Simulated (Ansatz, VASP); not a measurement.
# Two plane-wave programs on Pt

```
Pt
1.0
     2.77469    0.00000    0.00000
     1.38734    2.40295    0.00000
     0.00000    0.00000   28.32761
Pt
6
Direct
  0.00000 0.00000 0.29760
  0.33333 0.33333 0.37939
  0.66667 0.66667 0.45990
  0.00000 0.00000 0.54010
  0.33333 0.33333 0.62061
  0.66667 0.66667 0.70240
```

Alike in both runs: functional r2SCAN; k mesh 18 × 18 × 1; occupations gaussian, width 0.1 eV; no spin polarisation.

Ansatz relaxed the structure, and its values are those at the end. VASP's run is a single point on that final structure, the one shown.

|  | VASP | Ansatz |
| --- | --- | --- |
| version | VASP 6.6.1 | Ansatz 0.2.0 |
| potentials or method | VASP PAW PBE potentials, release 64 (Pt) | scalar-relativistic, plane waves, PAW |
| plane-wave cutoff (eV) | 520 | 500 |
| valence electrons in the cell | 60 | 108 |

VASP gave:

| Property | Result |
| --- | --- |
| gap on the k mesh at the Fermi level (eV) | none |
| rms of the force components (eV/Å) | 0.006 |

Question: Estimate Ansatz's values.

Answer: gap on the k mesh at the Fermi level (eV): none; rms of the force components (eV/Å): 0.002.

VASP's potentials were made for PBE, not for r2SCAN. A gap of «none» marks a metal or a gap that the smearing closes. With one functional, cell and mesh, what is left measures potentials, basis and numerics. VASP's potentials hold 60 valence electrons a cell and Ansatz's 108, so a difference there can come from the potentials and not from the codes. Ansatz's warnings: xc potential rough in thin density.

Spin-orbit coupling is off throughout.
